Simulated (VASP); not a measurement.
Crystal: Ta.

```
CELL_PARAMETERS angstrom
-1.62767 1.62767 1.62767
1.62767 -1.62767 1.62767
1.62767 1.62767 -1.62767
ATOMIC_POSITIONS crystal
Ta 0.00000 0.00000 0.00000
```

Base run:

- Program: VASP 6.6.1
- Functional: LDA
- Potentials or basis: VASP PAW LDA potentials, release 64 (Ta_pv)
- Cutoff: 520 eV
- k mesh: 14 × 14 × 14
- Occupations: fermi-dirac, width 0.1 eV
- Spin: no spin polarisation

Its results: pressure 0.9 GPa.

**Question.** The run is repeated on the same cell with these changes: occupations from fermi-dirac, width 0.1 eV to fermi-dirac, width 0.3 eV. What comes out?

**Answer.** Pressure 2.1 GPa.
